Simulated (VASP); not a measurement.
Write the native input for VASP 6.6.1 that does the following.

- Task: single point
- Functional: PBE
- Potentials or basis: VASP PAW PBE potentials, release 64 (Zn, Se)
- Cutoff: 520 eV
- k mesh: 13 × 13 × 13
- Occupations: fermi-dirac, width 0.02 eV
- Spin: no spin polarisation
- Dipole correction: no
- Further INCAR settings: ALGO = Normal; EDIFF = 1e-06; NBANDS = 16

The structure of ZnSe (Stilleite) lies in POSCAR:

```
ZnSe
1.0
    0.0000000000      2.8338000000      2.8621380000
    2.8338000000      0.0000000000      2.8621380000
    2.8338000000      2.8338000000      0.0000000000
Zn Se
1 1
Direct
    0.0000000000      0.0000000000      0.0000000000
    0.2500000000      0.2500000000      0.2500000000
```

This cell differs from its parent crystal: z stretched by +1 %, then relaxed in part.

One way to write it, as run:

INCAR

```
PREC     = Accurate       # precision mode
ENCUT    = 520            # plane-wave cutoff, eV
EDIFF    = 1E-6           # SCF threshold, eV
ISMEAR   = -1             # smearing method
SIGMA    = 0.02           # smearing width, eV
LREAL    = F              # projectors in reciprocal space
LASPH    = T              # aspherical terms in the spheres
NELM     = 100            # most SCF steps
ALGO     = Normal         # electronic algorithm
ISIF     = 2              # what is computed and relaxed
LWAVE    = F              # write WAVECAR
LCHARG   = T              # write CHGCAR
GGA      = PE             # functional
LELF     = T              # ELF
LVHAR    = T            
NBANDS   = 16             # bands
```

KPOINTS

```
Automatic mesh
0
Gamma
  13 13 13
```

Potentials or basis: VASP PAW PBE potentials, release 64 (Zn, Se).

Run with:

```sh
$ cat potpaw_PBE.64/Zn/POTCAR potpaw_PBE.64/Se/POTCAR > POTCAR
$ mpirun -np 1 vasp_std > vasp.out
```

Results of the run:

```
Pressure               : 1.7 GPa
Band gap on the k mesh : 1.24 eV, direct
```

Caveat: the cell differs from its parent crystal (z stretched by +1 %, then relaxed in part).

Wall time 58 s on 1 thread of Intel(R) Xeon(R) 6975P-C (Granite Rapids) (shared host), peak memory 0.28 GiB.
